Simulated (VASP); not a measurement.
Write the native input for VASP 6.6.1 that does the following.

* Task: single point
* Functional: PBE
* Dispersion: D3(BJ)
* Potentials or basis: VASP PAW PBE potentials, release 64 (C, H)
* Cutoff: 520 eV
* k mesh: 6 × 4 × 1
* Occupations: gaussian, width 0.1 eV
* Spin: no spin polarisation
* Dipole correction: yes
* Further INCAR settings: LREAL = Auto; ALGO = Fast; EDIFF = 1e-07; NBANDS = 56

The structure of HC20 lies in POSCAR:

```
HC20
1.0
    4.9292027291      0.0000000000      0.0000000000
    0.0000000000      6.8054113579      0.0000000000
    0.0000000000      0.0000000000     22.2346643469
C H
20 1
Direct
    0.3122885183      0.2500141188      0.1798992752
    0.8122885183      0.2500141188      0.1798992752
    0.0622635010      0.2500141188      0.2119095571
    0.5622635010      0.2500141188      0.2119095571
    0.1871989222      0.7499858812      0.2279080302
    0.6871989222      0.7499858812      0.2279080302
    0.4371739048      0.7499858812      0.2599183120
    0.9371739048      0.7499858812      0.2599183120
    0.0621093260      0.2500141188      0.2759167852
    0.5621093260      0.2500141188      0.2759167852
    0.3120409925      0.2500133946      0.3071026518
    0.8120409925      0.2500133946      0.3071026518
    0.4371093881      0.7499905632      0.3309339292
    0.9371093881      0.7499905632      0.3309339292
    0.1866551682      0.7499900467      0.3565506911
    0.6866551682      0.7499900467      0.3565506911
    0.3119519864      0.2500147752      0.3740490919
    0.8119519864      0.2500147752      0.3740490919
    0.0621664184      0.2500173699      0.4018349100
    0.5621664184      0.2500173699      0.4018349100
    0.2288330851      0.7500173699      0.5502518120
```

The input as run:

INCAR

```
SYSTEM = HC20
ALGO = Fast ; DIPOL = 0.5 0.5 0.305
EDIFF = 1E-7 ; ENCUT = 520
GGA = PE ; IDIPOL = 3
ISIF = 2 ; ISMEAR = 0
IVDW = 12 ; LASPH = .True.
LCHARG = .False. ; LDIPOL = .True.
LREAL = Auto ; LWAVE = .False.
NBANDS = 56 ; NELM = 80
PREC = Accurate ; SIGMA = 0.1
```

KPOINTS

```
k-points
0
Gamma
  6 4 1
  0 0 0
```

Potentials or basis: VASP PAW PBE potentials, release 64 (C, H).

Run with:

```console
$ cat potpaw_PBE.64/C/POTCAR potpaw_PBE.64/H/POTCAR > POTCAR
$ mpirun -np 1 vasp_std > vasp.out
```

It gave:

| Quantity | Value |
| --- | --- |
| Largest force | 3.394 eV/Å |
| Band gap on the k mesh | zero (an odd number of electrons rules out a gap without spin polarisation) |
| Dispersion energy per atom | -0.103 eV |

Caveat: an odd number of electrons without spin polarisation forces a metal; a magnetic or distorted state may lie lower.

Wall time 51 min on 1 thread of Oxide Virtual Turin-like Processor (shared host), peak memory 0.88 GiB.
